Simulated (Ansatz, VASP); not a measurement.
**SiSe: VASP beside Ansatz**

File POSCAR:

```
SiSe
1.0
    3.5952000000      0.0000000000      0.0000000000
   -1.7976000000      3.1135300000      0.0000000000
    0.0000000000      0.0000000000      3.5987300000
Si Se
1 1
Direct
    0.6666700000      0.3333300000      0.5000000000
    0.0000000000      0.0000000000      0.0000000000
```

Contents of INCAR.step1:

```
  PREC = Accurate
  ENCUT = 520
  EDIFF = 1E-5
  ISMEAR = -1
  SIGMA = 0.05
  LREAL = False
  LASPH = True
  NELM = 100
  ALGO = Normal
  ISIF = 2
  LWAVE = True
  LCHARG = False
  GGA = PE
  NBANDS = 12
```

File INCAR.step2:

```
  PREC = Accurate
  ENCUT = 520
  EDIFF = 1E-6
  ISMEAR = -1
  SIGMA = 0.05
  LREAL = False
  LASPH = True
  NELM = 100
  ALGO = Normal
  ISIF = 2
  LWAVE = False
  LCHARG = False
  METAGGA = R2SCAN
  LHFCALC = True
  AEXX = 0.35
  LMIXTAU = True
  PRECFOCK = Normal
  ISTART = 1
  NBANDS = 12
```

File KPOINTS:

```
Automatic mesh
0
Gamma
  5 5 4
```

File input.yaml:

```yaml
crystal:
  lattice:
    - [3.5952, 0.0, 0.0]
    - [-1.7976, 3.11353, 0.0]
    - [0.0, 0.0, 3.59873]
  atoms:
    - { symbol: Si, position: [0.66667, 0.33333, 0.5] }
    - { symbol: Se, position: [0.0, 0.0, 0.0] }
hamiltonian:
  xc: { exchange: r2scan, correlation: r2scan, exx: { coeff: 0.35 } }
  pseudopotentials: { kind: paw }
kpoints:
  mp_grid: { grid: [5, 5, 4] }
scf:
  occupations: { method: fermi_dirac, width: 0.05 }
output:
  forces: true
  stress: true
  eigenvalues: true
  write_density: true
  write_potential: true
  elf: true
  volumetric_format: npy
```

Alike in both runs: task single point; functional r2SCAN-based global hybrid with a share of 0.35 of exact exchange; k mesh 5 × 5 × 4; occupations fermi-dirac, width 0.05 eV; no spin polarisation.

|  | VASP | Ansatz |
| --- | --- | --- |
| version | VASP 6.6.1 | Ansatz 0.2.0 |
| potentials or method | VASP PAW PBE potentials, release 64 (Si, Se) | Ansatz PAW |
| plane-wave cutoff (eV) | 520 | 500 |
| valence electrons in the cell | 10 | 20 |

|  | VASP | Ansatz | Ansatz less VASP |
| --- | --- | --- | --- |
| gap on the k mesh at the Fermi level (eV) | none | none | - |
| pressure (GPa) | -3.6 | -3.1 | +0.49 |
| traceless stress, the component that is largest in VASP (GPa) | -0.21 | -0.12 | +0.088 |

VASP's potentials were made for PBE, not for r2SCAN-based global hybrid. A gap of «none» marks a metal or a gap that the smearing closes. VASP's potentials hold 10 valence electrons a cell and Ansatz's 20, so a difference there can come from the potentials and not from the codes.

The k mesh is coarse, so the values compare programs but aren't converged.
